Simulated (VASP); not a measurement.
# Al2H3Rh (Cmmm) in VASP: a series of runs

The runs below take Al2H3Rh through relaxation of cell and atoms, single point, with PBE.

Program: VASP 6.6.1. These are calculated values, not measurements. Logs are shortened: lines on timing, memory, paths and dates and some standing lists are left out, and cuts for length are marked.

## 1. The cell of the first run

The structure is orthorhombic, space group Cmmm (No. 65). The conventional cell has a = 4.872 Å, b = 7.932 Å, c = 3.656 Å, α = 90.00°, β = 90.00°, γ = 90.00°. Within 3.1 Å of Al (site symmetry 2/m) lie 6 H at 2.32 to 2.33 Å and 2 Al at 2.44 Å and 4 Rh at 2.96 Å. H (site symmetry m2m) has 5 H at 2.21 to 2.86 Å and 4 Al at 2.32 Å and 3 Rh at 2.73 Å within 2.9 Å. Within 2.9 Å of H (site symmetry mmm) lie 4 H at 2.21 Å and 4 Al at 2.33 Å. Rh (site symmetry mmm) has 10 H at 2.73 to 3.05 Å and 8 Al at 2.96 Å and 2 Rh at 3.66 Å within 3.7 Å.

The cell was generated, and may not be a known phase.

## 2. Relaxation of cell and atoms, PBE

The input, INCAR:

```
SYSTEM = Al2H3Rh
PREC     = Accurate       ! precision mode
ENCUT    = 600            ! plane-wave cutoff, eV
EDIFF    = 1E-7           ! SCF threshold, eV
ISMEAR   = 0              ! smearing method
SIGMA    = 0.1            ! smearing width, eV
LREAL    = .FALSE.        ! projectors in reciprocal space
LASPH    = .TRUE.         ! aspherical terms in the spheres
NELM     = 60             ! most SCF steps
ALGO     = Normal         ! electronic algorithm
ISIF     = 3              ! what is computed and relaxed
LWAVE    = .FALSE.        ! write WAVECAR
LCHARG   = .FALSE.        ! write CHGCAR
GGA      = PE             ! functional
IBRION   = 2              ! ionic algorithm
NSW      = 90             ! ionic steps
EDIFFG   = -0.04          ! ionic threshold
```

The input, KPOINTS:

```
regular mesh
0
G
  4 4 6
  0 0 0
```

The input, POSCAR:

```
Al2H3Rh
1.0
    2.4357611100     -3.9661292600      0.0000000000
    2.4357611100      3.9661292600      0.0000000000
    0.0000000000      0.0000000000      3.6563197900
Al H Rh
2 3 1
Direct
    0.0000000000      0.5000000000      0.5000000000
    0.5000000000      0.0000000000      0.5000000000
    0.1558577600      0.8441422400      0.0000000000
    0.8441422400      0.1558577600      0.0000000000
    0.0000000000      0.0000000000      0.5000000000
    0.5000000000      0.5000000000      0.0000000000
```

Potentials or basis: VASP PAW PBE potentials, release 64 (Al, H, Rh_pv).

Started as:

```console
$ cat potpaw_PBE.64/Al/POTCAR potpaw_PBE.64/H/POTCAR potpaw_PBE.64/Rh_pv/POTCAR > POTCAR
$ mpirun -np 1 vasp_std > vasp.out
```

OUTCAR:

```text
SYSTEM = Al2H3Rh
   PREC = Accurate
   ENCUT = 600
   EDIFF = 1E-7
   ISMEAR = 0
   LREAL = .FALSE.
   LASPH = .TRUE.
   NELM = 60
   ISIF = 3
   GGA = PE
   IBRION = 2
   NSW = 90
   EDIFFG = -0.04

 ion  position               nearest neighbor table
   1  0.000  0.500  0.500-   2 2.44   2 2.44   6 2.96   6 2.96   6 2.96   6 2.96
   2  0.500  0.000  0.500-   1 2.44   1 2.44   6 2.96   6 2.96   6 2.96   6 2.96
   3  0.156  0.844  0.000-
   4  0.844  0.156  0.000-
   5  0.000  0.000  0.500-
   6  0.500  0.500  0.000-   1 2.96   2 2.96   1 2.96   2 2.96   2 2.96   2 2.96   1 2.96   1 2.96

  LATTYP: Found a base centered orthorhombic cell.
 ALAT       =     4.8715222200
 B/A-ratio  =     1.6282915610
 C/A-ratio  =     0.7505497512

  Lattice vectors:

 A1 = (   2.4357611100,  -3.9661292600,   0.0000000000)
 A2 = (   2.4357611100,   3.9661292600,   0.0000000000)
 A3 = (   0.0000000000,   0.0000000000,   3.6563197900)

Analysis of symmetry for initial positions (statically):
=====================================================================
 Subroutine PRICEL returns:
 Original cell was already a primitive cell.

 Routine SETGRP: Setting up the symmetry group for a
 base centered orthorhombic supercell.

 Subroutine GETGRP returns: Found  8 space group operations
 (whereof  8 operations were pure point group operations)
 out of a pool of  8 trial point group operations.

The static configuration has the point symmetry D_2h.

Analysis of symmetry for dynamics (positions and initial velocities):
=====================================================================
 Subroutine PRICEL returns:
 Original cell was already a primitive cell.

 Routine SETGRP: Setting up the symmetry group for a
 base centered orthorhombic supercell.

 Subroutine GETGRP returns: Found  8 space group operations
 (whereof  8 operations were pure point group operations)
 out of a pool of  8 trial point group operations.

The dynamic configuration has the point symmetry D_2h.

 Subroutine INISYM returns: Found  8 space group operations
 (whereof  8 operations are pure point group operations),
 and found     1 'primitive' translations

----------------------------------------------------------------------------------------

                                     Primitive cell

  volume of cell :      70.6441

  direct lattice vectors                    reciprocal lattice vectors
     2.435761110 -3.966129260  0.000000000     0.205274646 -0.126067500  0.000000000
     2.435761110  3.966129260  0.000000000     0.205274646  0.126067500  0.000000000
     0.000000000  0.000000000  3.656319790     0.000000000  0.000000000  0.273499053

  length of vectors
     4.654364993  4.654364993  3.656319790     0.240895610  0.240895610  0.273499053

  position of ions in fractional coordinates (direct lattice)
     0.000000000  0.500000000  0.500000000
     0.500000000  0.000000000  0.500000000
     0.155857760  0.844142240  0.000000000
     0.844142240  0.155857760  0.000000000
     0.000000000  0.000000000  0.500000000
     0.500000000  0.500000000  0.000000000

  ion indices of the primitive-cell ions
   primitive index   ion index
                 1           1
                 2           2
                 3           3
                 4           4
                 5           5
                 6           6

----------------------------------------------------------------------------------------

 KPOINTS: regular mesh

Automatic generation of k-mesh.
 Grid dimensions read from file:
 generate k-points for:    4    4    6

 Generating k-lattice:

  Cartesian coordinates                     Fractional coordinates (reciprocal lattice)
     0.051318662 -0.031516875  0.000000000     0.250000000  0.000000000  0.000000000
     0.051318662  0.031516875  0.000000000     0.000000000  0.250000000  0.000000000
     0.000000000  0.000000000  0.045583175     0.000000000  0.000000000  0.166666667

  Length of vectors
     0.060223902  0.060223902  0.045583175

  Shift w.r.t. Gamma in fractional coordinates (k-lattice)
     0.000000000  0.000000000  0.000000000

 Subroutine IBZKPT returns following result:
 ===========================================

 Found     28 irreducible k-points:

 Following reciprocal coordinates:
            Coordinates               Weight
  0.000000  0.000000  0.000000      1.000000
  0.250000  0.000000  0.000000      4.000000
  0.500000  0.000000  0.000000      2.000000
  0.250000  0.250000  0.000000      2.000000
  0.500000  0.250000  0.000000      4.000000
 -0.250000  0.250000  0.000000      2.000000
[... 16 lines left out ...]
  0.250000  0.000000  0.500000      4.000000
  0.500000  0.000000  0.500000      2.000000
 [... further k-points ...]
   k-points           NKPTS =     28   k-points in BZ     NKDIM =     28   number of bands    NBANDS=     16
   number of dos      NEDOS =    301   number of ions     NIONS =      6
   total plane-waves  NPLWV =  48000
   dimension x,y,z NGX =    40 NGY =   40 NGZ =   30
   dimension x,y,z NGXF=    80 NGYF=   80 NGZF=   60
   ions per type =               2   3   1
   NGX,Y,Z   is equivalent  to a cutoff of  14.29, 14.29, 13.64 a.u.
   NGXF,Y,Z  is equivalent  to a cutoff of  28.57, 28.57, 27.28 a.u.
 SYSTEM =  Al2H3Rh
   PREC   = accura    normal or accurate (medium, high low for compatibility)
   ISTART =      0    job   : 0-new  1-cont  2-samecut
   ICHARG =      2    charge: 1-file 2-atom 10-const
   ISPIN  =      1    spin polarized calculation?
   LNONCOLLINEAR =      F non collinear calculations
   LSORBIT =      F    spin-orbit coupling
   LASPH  =      T    aspherical Exc in radial PAW
   ENCUT  =  600.0 eV  44.10 Ry    6.64 a.u.   9.30  9.30  7.30*2*pi/ulx,y,z
   NELM   =     60;   NELMIN=  2; NELMDL= -5     # of ELM steps
   EDIFF  = 0.1E-06   stopping-criterion for ELM
   LREAL  =      F    real-space projection
   EDIFFG = -.4E-01   stopping-criterion for IOM
   NSW    =     90    number of steps for IOM
   IBRION =      2    ionic relax: 0-MD 1-quasi-New 2-CG
   NFREE  =      1    steps in history (QN), initial steepest desc. (CG)
   ISIF   =      3    stress and relaxation
   ISYM   =      2    0-nonsym 1-usesym 2-fastsym
   POTIM  = 0.5000    time-step for ionic-motion
   TEBEG  =    0.0;   TEEND  =   0.0 temperature during run
   PSTRESS=    0.0 pullay stress
   NELECT =      24.0000    total number of electrons
   NUPDOWN=      -1.0000    fix difference up-down
   EMIN   =  10.00;   EMAX   =-10.00  energy-range for DOS
   EFERMI =   0.00;   METHOD = LEGACY
   ISMEAR =     0;   SIGMA  =   0.10  broadening in eV -4-tet -1-fermi 0-gaus
   EFERMI_NEDOS =   21; number of points for ismear=-14 and -15
   IALGO  =     38    algorithm
   IMIX   =      4    mixing-type and parameters
     AMIX     =   0.40;   BMIX     =  1.00
     AMIX_MAG =   1.60;   BMIX_MAG =  1.00
  volume/ion in A,a.u.               =      11.77        79.45
  Fermi-wavevector in a.u.,A,eV,Ry     =   1.142317  2.158666 17.754083  1.304888
  Thomas-Fermi vector in A             =   2.279015
   LORBIT       =      0    0 simple, 1 ext, 2 COOP (PROOUT), +10 PAW based schemes
   GGA     = PE    functional components
   LHFCALC =     F    Hartree Fock is set to
   AEXX    =    0.0000 exact exchange contribution
   IVDW    =     0    specifies the selected vdW correction
   LEPSILON=     F    determine dielectric tensor
   LRPA    =     F    only Hartree local field effects (RPA)
 conjugate gradient relaxation of ions
 non-spin polarized calculation
 Gauss-broadening in eV      SIGMA  =   0.10
  energy-cutoff  :      600.00
  volume of cell :       70.64
 maximum number of plane-waves:      2394
 NGX is ok and might be reduce to    40
   NGX = 19   NGY = 19   NGZ = 15

--------------------------------------- Ionic step        1  -------------------------------------------

 number of electron      24.0000005 magnetization

 Free energy of the ion-electron system (eV)
  ---------------------------------------------------
  ext. energy  EPLUGINS =         0.00000000
  ---------------------------------------------------
  free energy    TOTEN  =       -20.70919480 eV

  energy without entropy =      -20.69223588  energy(sigma->0) =      -20.70071534

------------------------ aborting loop because EDIFF is reached ----------------------------------------

  FORCE on cell =-STRESS in cart. coord.  units (eV):
  Direction    XX          YY          ZZ          XY          YZ          ZX
  --------------------------------------------------------------------------------------
  -------------------------------------------------------------------------------------
  Total        2.1271936     -9.9962659    -10.6605049      0.0000000      0.0000000      0.0000000
  in kB       48.2438407   -226.7110327   -241.7756901      0.0000000      0.0000000      0.0000000
  external PRESSURE =    -140.0809607 kB  Pullay stress =       0.0000000 kB
[... 101 lines left out ...]
  FREE ENERGIE OF THE ION-ELECTRON SYSTEM (eV)
  ---------------------------------------------------
  free  energy   TOTEN  =       -17.6535092861 eV

  energy  without entropy=      -17.6467456020  energy(sigma->0) =      -17.65012744

 E-fermi :  10.2916     XC(G=0): -11.9295

 val. band max:       10.2413844693   @ k =   0.2500   0.2500   0.0000
 cond. band min:      10.3167290242   @ k =  -0.2500   0.2500   0.1667
 fundamental gap:      0.0753445549
 Fermi energy:        10.2916440428

 k-point     1 :       0.0000    0.0000    0.0000
  band No.  band energies     occupation
      1     -37.2129      2.00000
      2     -36.9483      2.00000
      3     -36.1865      2.00000
      4      -3.0033      2.00000
      5       2.9054      2.00000
      6       3.0536      2.00000
[... 8 lines left out ...]
     15      12.8082      0.00000
     16      16.4353      0.00000
[... 420 lines left out ...]
  band No.  band energies     occupation
      1     -37.3111      2.00000
      2     -37.0837      2.00000
      3     -36.8153      2.00000
      4       3.0535      2.00000
      5       3.5182      2.00000
      6       3.9791      2.00000
[... 8 lines left out ...]
     15      13.8366      0.00000
     16      14.5344      0.00000

 [... further k-points ...]

[... ionic steps 4 to 18 ...]

--------------------------------------- Ionic step       19  -------------------------------------------

 number of electron      23.9999999 magnetization

------------------------ aborting loop because EDIFF is reached ----------------------------------------

  FORCE on cell =-STRESS in cart. coord.  units (eV):
  Direction    XX          YY          ZZ          XY          YZ          ZX
  --------------------------------------------------------------------------------------
  -------------------------------------------------------------------------------------
  Total        0.4158446      0.1591530      0.1253495      0.0000000      0.0000000      0.0000000
  in kB       12.1163323      4.6371907      3.6522674      0.0000000      0.0000000      0.0000000
  external PRESSURE =       6.8019301 kB  Pullay stress =       0.0000000 kB
[... 65 lines left out ...]
  energy  without entropy=      -26.0779497298  energy(sigma->0) =      -26.07977228

--------------------------------------- Ionic step       21  -------------------------------------------

 number of electron      24.0000000 magnetization

 Free energy of the ion-electron system (eV)
  ---------------------------------------------------
  ext. energy  EPLUGINS =         0.00000000
  ---------------------------------------------------
  free energy    TOTEN  =       -26.08432396 eV

  energy without entropy =      -26.08163978  energy(sigma->0) =      -26.08298187

 E-fermi :   8.5588     XC(G=0): -11.1472

 val. band max:        8.4775599794   @ k =   0.5000   0.0000   0.3333
 cond. band min:       8.5758459952   @ k =   0.5000   0.5000   0.5000
 fundamental gap:      0.0982860158
 Fermi energy:         8.5588082123

 k-point     1 :       0.0000    0.0000    0.0000
  band No.  band energies     occupation
      1     -39.1727      2.00000
      2     -38.5897      2.00000
      3     -38.5592      2.00000
      4      -3.6695      2.00000
      5       2.1772      2.00000
      6       2.2454      2.00000
[... 8 lines left out ...]
     15      13.1126      0.00000
     16      13.6358      0.00000
[... 420 lines left out ...]
  band No.  band energies     occupation
      1     -39.1608      2.00000
      2     -38.6891      2.00000
      3     -38.5776      2.00000
      4       0.5052      2.00000
      5       0.8940      2.00000
      6       1.9949      2.00000
[... 8 lines left out ...]
     15      12.3156      0.00000
     16      12.3514      0.00000

 [... further k-points ...]

------------------------ aborting loop because EDIFF is reached ----------------------------------------

  FORCE on cell =-STRESS in cart. coord.  units (eV):
  Direction    XX          YY          ZZ          XY          YZ          ZX
  --------------------------------------------------------------------------------------
  -------------------------------------------------------------------------------------
  Total       -0.1240680      0.0530778      0.0556065      0.0000000      0.0000000      0.0000000
  in kB       -3.5902180      1.5359399      1.6091130      0.0000000      0.0000000      0.0000000
  external PRESSURE =      -0.1483884 kB  Pullay stress =       0.0000000 kB
[... 21 lines left out ...]
  FREE ENERGIE OF THE ION-ELECTRON SYSTEM (eV)
  ---------------------------------------------------
  free  energy   TOTEN  =       -26.0843239637 eV

  energy  without entropy=      -26.0816397810  energy(sigma->0) =      -26.08298187

 reached required accuracy - stopping structural energy minimisation
```

Run time: 4.6 min. Hardware: 1 thread of Intel Xeon 6975P-C (Granite Rapids), shared host; peak memory 0.25 GiB.

What came out:

```
Free energy                           : -26.0843 eV
Relaxed volume                        : 9.23 Å³/atom
Relaxed cell                          : a = 4.304 Å, b = 4.304 Å, c = 2.999 Å, α = 90.00°, β = 90.00°, γ = 85.52°
Space group after relaxing (to 0.1 Å) : Cmmm (No. 65)
Pressure after relaxing               : 0.0 GPa
Largest force after relaxing          : 0.028 eV/Å
Band gap on the k mesh                : zero (bands 12 and 13 overlap by 0.20 eV)
```

Forces in eV/Å, atoms in the order of the input:
```
Al   0.000  0.000  0.000
Al   0.000  0.000  0.000
H    0.000 -0.028  0.000
H    0.000  0.028  0.000
H    0.000  0.000  0.000
Rh   0.000  0.000  0.000
```

Final structure:
```cif
data_structure
_symmetry_space_group_name_H-M 'P 1'
_symmetry_Int_Tables_number 1
_cell_length_a 4.3036
_cell_length_b 4.3036
_cell_length_c 2.9985
_cell_angle_alpha 90.000
_cell_angle_beta 90.000
_cell_angle_gamma 85.523
_cell_volume 55.37
loop_
_atom_site_label
_atom_site_type_symbol
_atom_site_fract_x
_atom_site_fract_y
_atom_site_fract_z
_atom_site_occupancy
Al1 Al 0.00000 0.50000 0.50000 1
Al2 Al 0.50000 0.00000 0.50000 1
H1 H 0.21735 0.78265 0.00000 1
H2 H 0.78265 0.21735 0.00000 1
H3 H 0.00000 0.00000 0.50000 1
Rh1 Rh 0.50000 0.50000 0.00000 1
```

Levels at points of the mesh, in eV from the Fermi level:
| k point | band 9 | band 10 | band 11 | band 12 | band 13 | band 14 | band 15 | band 16 |
| --- | --- | --- | --- | --- | --- | --- | --- | --- |
| (0.00, 0.00, 0.00) | -3.01 | -2.87 | -2.63 | -2.57 | 1.36 | 3.05 | 4.55 | 5.08 |
| (0.50, 0.00, 0.00) | -3.09 | -2.88 | -2.63 | -2.09 | 1.00 | 3.13 | 3.76 | 5.98 |
| (0.50, 0.50, 0.00) | -3.91 | -3.11 | -2.83 | -2.71 | 4.00 | 5.30 | 6.66 | 6.81 |
| (0.00, 0.00, 0.50) | -4.20 | -3.87 | -0.96 | -0.63 | 1.38 | 2.35 | 2.94 | 3.06 |
| (0.50, 0.00, 0.50) | -4.61 | -3.49 | -3.09 | -0.21 | 0.87 | 1.51 | 3.76 | 3.79 |
| (0.50, 0.50, 0.50) | -3.53 | -2.93 | -2.80 | -2.79 | 0.02 | 0.71 | 1.16 | 1.86 |

Caveat: the k points lie up to 0.37 Å⁻¹ apart in the final cell; the volume moved by over 15 % at a fixed basis, so the end points are rough.

## 3. Single point, PBE, collinear spin, ferromagnetic start

This run uses another cell than the first one, of 9.25 Å³/atom.

The input, INCAR:

```
SYSTEM = Al2H3Rh
ALGO = Normal
EDIFF = 1E-7
ENCUT = 520
GGA = PE
ISIF = 2
ISMEAR = 0
ISPIN = 2
LASPH = .TRUE.
LCHARG = .FALSE.
LMAXMIX = 4
LORBIT = 11
LREAL = .FALSE.
LWAVE = .FALSE.
MAGMOM = 0 0 0 0 0 1
NBANDS = 25
NELM = 150
PREC = Accurate
SIGMA = 0.1
```

The input, KPOINTS:

```
k-points
0
G
  4 4 6
  0 0 0
```

The input, POSCAR:

```
Al2H3Rh
1.0
    2.9293266110     -3.1644993868      0.0000000000
    2.9293266110      3.1644993868      0.0000000000
    0.0000000000      0.0000000000      2.9928369019
Al H Rh
2 3 1
Direct
    0.5000000000      0.0000000000      0.5000000000
    0.0000000000      0.5000000000      0.5000000000
    0.2182826638      0.2182826638      0.0000000000
    0.7817173362      0.7817173362      0.0000000000
    0.0000000000      0.0000000000      0.5000000000
    0.5000000000      0.5000000000      0.0000000000
```

Potentials or basis: VASP PAW PBE potentials, release 64 (Al, H, Rh_pv).

Started as:

```console
$ cat potpaw_PBE.64/Al/POTCAR potpaw_PBE.64/H/POTCAR potpaw_PBE.64/Rh_pv/POTCAR > POTCAR
$ mpirun -np 1 vasp_std > vasp.out
```

Wall time 25 s (1 thread of Intel Xeon 6975P-C (Granite Rapids), shared host); peak memory 0.21 GiB.

Results (log left out):

```
Free energy                                           : -26.0936 eV
Pressure                                              : -0.2 GPa
Largest force                                         : 0.006 eV/Å
Band gap on the k mesh                                : zero (filled and empty bands overlap)
Net moment                                            : 0.00 μB per cell
Valence electrons inside the program's atomic spheres : Al 0.71; H 0.55, 0.53 (each value once); Rh 14.14
```

Forces in eV/Å, atoms in the order of the input:
```
Al   0.000  0.000  0.000
Al   0.000  0.000  0.000
H    0.006  0.000  0.000
H   -0.006  0.000  0.000
H    0.000  0.000  0.000
Rh   0.000  0.000  0.000
```

Stress tensor (GPa, compression positive):
```
-0.30  0.00  0.00
 0.00 -0.26  0.00
 0.00  0.00  0.06
```

Levels at points of the mesh, in eV from the Fermi level:
Spin up:
```tsv
k point	band 10	band 11	band 12	band 13	band 14	band 15
(0.00, 0.00, 0.00)	-2.87	-2.64	-2.56	1.32	3.02	4.57
(0.50, 0.00, 0.00)	-2.90	-2.61	-2.12	0.98	3.08	3.76
(0.50, 0.50, 0.00)	-3.10	-2.83	-2.69	3.98	5.32	6.66
(0.00, 0.00, 0.50)	-3.87	-0.95	-0.61	1.36	2.36	2.93
(0.50, 0.00, 0.50)	-3.48	-3.09	-0.19	0.85	1.51	3.74
(0.50, 0.50, 0.50)	-2.93	-2.81	-2.78	0.03	0.71	1.15
```
Spin down:
| k point | band 9 | band 10 | band 11 | band 12 | band 13 | band 14 | band 15 | band 16 |
| --- | --- | --- | --- | --- | --- | --- | --- | --- |
| (0.00, 0.00, 0.00) | -3.00 | -2.87 | -2.64 | -2.56 | 1.32 | 3.02 | 4.57 | 4.73 |
| (0.50, 0.00, 0.00) | -3.07 | -2.90 | -2.61 | -2.12 | 0.98 | 3.08 | 3.76 | 5.97 |
| (0.50, 0.50, 0.00) | -3.92 | -3.10 | -2.83 | -2.69 | 3.98 | 5.32 | 6.66 | 6.82 |
| (0.00, 0.00, 0.50) | -4.22 | -3.87 | -0.95 | -0.61 | 1.36 | 2.36 | 2.93 | 3.05 |
| (0.50, 0.00, 0.50) | -4.61 | -3.48 | -3.09 | -0.19 | 0.85 | 1.51 | 3.74 | 3.77 |
| (0.50, 0.50, 0.50) | -3.54 | -2.93 | -2.81 | -2.78 | 0.03 | 0.71 | 1.15 | 1.87 |

Caveat: the k points lie up to 0.37 Å⁻¹ apart.

The gap in the log of VASP goes by the Fermi energy; the results here count the filled bands.